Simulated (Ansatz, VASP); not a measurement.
## TiB2 in VASP and in Ansatz

Contents of INCAR:

```
SYSTEM = TiB2
  PREC = Accurate
  ENCUT = 520
  EDIFF = 1E-6
  ISMEAR = 1
  SIGMA = 0.1
  LREAL = .False.
  LASPH = .True.
  NELM = 100
  ALGO = Normal
  ISIF = 2
  LWAVE = .False.
  LCHARG = .True.
  GGA = PE
  LELF = .True.
  LVHAR = .True.
  NBANDS = 16
```

File KPOINTS:

```
regular mesh
0
Gamma
  11 11 9
  0 0 0
```

Contents of POSCAR:

```
TiB2
1.0
    3.0542358461      0.0000000000      0.0000000000
   -1.5271179230      2.6450416444      0.0000000000
    0.0000000000      0.0000000000      3.2550822017
Ti B
1 2
Direct
    0.0000000000      0.0000000000      0.0000000000
    0.3333333333      0.6666666667      0.5000000000
    0.6666666667      0.3333333333      0.5000000000
```

Input for Ansatz:

```yaml
crystal:
  lattice:
    - [3.0542358460853407, 0.0, 0.0]
    - [-1.5271179230426704, 2.645041644390083, 0.0]
    - [0.0, 0.0, 3.255082201737064]
  atoms:
    - { symbol: Ti, position: [0.0, 0.0, 0.0] }
    - { symbol: B, position: [0.3333333333333333, 0.6666666666666666, 0.5] }
    - { symbol: B, position: [0.6666666666666666, 0.3333333333333333, 0.5] }
basis:
  ecutwfc: 489.804952427784
kpoints:
  mp_grid:
    grid: [11, 11, 9]
hamiltonian:
  xc: pbe
  pseudopotentials:
    kind: paw
scf:
  occupations:
    method: cold
    width: 0.1
output:
  stress: true
```

Alike in both runs: task single point; functional PBE; k mesh 11 × 11 × 9; no spin polarisation.

```csv
,VASP,Ansatz
version,VASP 6.6.1,Ansatz 0.2.0
potentials or method,"VASP PAW PBE potentials, release 64 (Ti_sv, B), cutoff 520 eV","plane waves, PAW"
occupations,"methfessel-paxton of order 1, width 0.1 eV","cold, width 0.1 eV"
valence electrons in the cell,18,18
```

Ansatz gave:

```
pressure (GPa)                                                : -5.8
traceless stress, the component that is largest in VASP (GPa) : 0.20
```

Q: Which values does VASP return?

A: Pressure (GPa): -5.6; traceless stress, the component that is largest in VASP (GPa): 0.21.

Ansatz's warnings: structure snapped to symmetry.
